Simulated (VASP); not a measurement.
Crystal: CoSn3.

```
CELL_PARAMETERS angstrom
4.25572 0.00000 0.00000
0.00000 4.25572 0.00000
0.00000 0.00000 4.25572
ATOMIC_POSITIONS crystal
Sn 0.00000 0.50000 0.50000
Sn 0.50000 0.00000 0.50000
Sn 0.50000 0.50000 0.00000
Co 0.00000 0.00000 0.00000
```

- Program: VASP 6.6.1
- Task: relaxation of cell and atoms
- Functional: PBE
- Potentials or basis: VASP PAW PBE potentials, release 64 (Sn_d, Co)
- Cutoff: 600 eV
- k mesh: 6 × 6 × 6
- Occupations: gaussian, width 0.1 eV
- Spin: collinear spin, ferromagnetic start
- Starting moments: [0.0, 0.0, 0.0, 1.46] μB

At the start: pressure 13.9 GPa; volume 19.27 Å³/atom.

Question: How do energy, volume and symmetry change on relaxing?

Answer: Over 4 steps the energy falls by 89.7 meV/atom and the volume is 22.21 Å³/atom (+15.3 %); space group Pm-3m (No. 221, to 0.1 Å) before and after; moment 0.00 μB per cell.

Step by step:
```
step  energy change (eV)  largest force (eV/Å)  pressure (GPa)  volume (Å³)
   1              0.0000                0.0000           13.93        77.08
   2             -0.2061                0.0000           -5.05        97.31
   3             -0.3572                0.0000            0.86        87.58
   4             -0.3588                0.0000           -0.18        88.84
```

Final structure:
```cif
data_structure
_symmetry_space_group_name_H-M 'P 1'
_symmetry_Int_Tables_number 1
_cell_length_a 4.4620
_cell_length_b 4.4620
_cell_length_c 4.4620
_cell_angle_alpha 90.000
_cell_angle_beta 90.000
_cell_angle_gamma 90.000
_cell_volume 88.84
loop_
_atom_site_label
_atom_site_type_symbol
_atom_site_fract_x
_atom_site_fract_y
_atom_site_fract_z
_atom_site_occupancy
Sn1 Sn 0.00000 0.50000 0.50000 1
Sn2 Sn 0.50000 0.00000 0.50000 1
Sn3 Sn 0.50000 0.50000 0.00000 1
Co1 Co 0.00000 0.00000 0.00000 1
```

Caveat: the volume moved by over 15 % at a fixed basis, so the end points are rough.
